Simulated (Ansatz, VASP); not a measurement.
# One calculation of Si, two programs

INCAR

```
ALGO = Normal ; EDIFF = 1E-6
EDIFFG = -0.04 ; ENCUT = 600
GGA = PE ; IBRION = 2
ISIF = 3 ; ISMEAR = 0
LASPH = T ; LCHARG = F
LREAL = F ; LWAVE = F
NELM = 60 ; NSW = 90
PREC = Accurate ; SIGMA = 0.1
```

Contents of KPOINTS:

```
k-points
0
Gamma
  4 4 6
```

The input POSCAR:

```
Si
1.0
    5.6971331500      0.0000000000      0.0000000000
    0.0000000000      6.3245727400      0.0000000000
    0.0000000000      0.0000000000      3.1094832000
Si
6
Direct
    0.5000000000      0.0000000000      0.0000000000
    0.0000000000      0.5000000000      0.5000000000
    0.2093250000      0.6587907500      0.0000000000
    0.7906750000      0.3412092500      0.0000000000
    0.7093250000      0.8412092500      0.5000000000
    0.2906750000      0.1587907500      0.5000000000
```

Input for Ansatz:

```yaml
crystal:
  lattice:
    - [5.69713315, 0.0, 0.0]
    - [0.0, 6.32457274, 0.0]
    - [0.0, 0.0, 3.1094832]
  atoms:
    - { symbol: Si, position: [0.5, 0.0, 0.0] }
    - { symbol: Si, position: [0.0, 0.5, 0.5] }
    - { symbol: Si, position: [0.209325, 0.65879075, 0.0] }
    - { symbol: Si, position: [0.790675, 0.34120925, 0.0] }
    - { symbol: Si, position: [0.709325, 0.84120925, 0.5] }
    - { symbol: Si, position: [0.290675, 0.15879075, 0.5] }
basis:
  ecutwfc: 420
kpoints:
  mp_grid: { grid: [4, 4, 6] }
hamiltonian:
  xc: pbe
scf:
  occupations: { method: gaussian, width: 0.1 }
  lower_state_search: "off"
output:
  forces: true
  stress: true
  eigenvalues: true
relax:
  adjacent_minimum: "off"
  f_tol: 0.04
  max_steps: 70
  cell: { stress_tol: 0.4 }
```

Alike in both runs: task relaxation of cell and atoms; functional PBE; k mesh 4 × 4 × 6; occupations gaussian, width 0.1 eV; no spin polarisation.

|  | VASP | Ansatz |
| --- | --- | --- |
| version | VASP 6.6.1 | Ansatz 0.2.0 |
| potentials or method | VASP PAW PBE potentials, release 64 (Si), cutoff 600 eV | scalar-relativistic, plane waves, PAW |
| valence electrons in the cell | 24 | 24 |

VASP gave:

```
gap on the k mesh at the Fermi level, each at its own relaxed structure (eV) : none
relaxed volume (Å³/atom)                                                     : 17.36
relaxed cell length with the largest relative difference (Å)                 : 4.185
```

**Question.** Which values does Ansatz return?

**Answer.** gap on the k mesh at the Fermi level, each at its own relaxed structure (eV): none; relaxed volume (Å³/atom): 17.73; relaxed cell length with the largest relative difference (Å): 4.976.

A gap of «none» marks a metal or a gap that the smearing closes. One of these differences is far larger than is usual between the two programs; its cause wasn't traced.

Noted on VASP's run: too few bands were computed for a metal, which touches its energy and stress.
